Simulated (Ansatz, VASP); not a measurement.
# Al3FeCo2: VASP beside Ansatz

```
CELL_PARAMETERS angstrom
4.20950 0.00000 0.00000
-2.10475 3.64553 0.00000
0.00000 0.00000 5.15556
ATOMIC_POSITIONS crystal
Al 0.00000 0.00000 0.00000
Al 0.66667 0.33333 0.33333
Al 0.33333 0.66667 0.66667
Fe 0.00000 0.00000 0.50000
Co 0.33333 0.66667 0.16667
Co 0.66667 0.33333 0.83333
```

Alike in both runs: task single point; functional PBE; k mesh 6 × 6 × 4; occupations gaussian, width 0.1 eV; collinear spin.

```csv
,VASP,Ansatz
version,VASP 6.6.1,Ansatz 0.2.0
potentials or method,"VASP PAW PBE potentials, release 64 (Al, Fe, Co), cutoff 520 eV","scalar-relativistic, plane waves, PAW"
valence electrons in the cell,35,59
```

|  | VASP | Ansatz | Ansatz less VASP |
| --- | --- | --- | --- |
| gap on the k mesh at the Fermi level (eV) | none | none | - |
| pressure (GPa) | -17.0 | -17.0 | 0.00 |
| rms of the force components (eV/Å) | 0.007 | 0.006 | -0.0009 |
| net moment per atom (μB) | 0.04 | 0.04 | +0.002 |
| size of the moment on the site where the two differ most (μB) | 0.41 | 0.42 | +0.004 |

Site moments also hang on the region over which each program counts them. Atom by atom the forces differ by 0.001 eV/Å (rms over components). A gap of «none» marks a metal or a gap that the smearing closes. VASP's potentials hold 35 valence electrons a cell and Ansatz's 59, so a difference there can come from the potentials and not from the codes. Ansatz's warnings: seeded moment not kept.
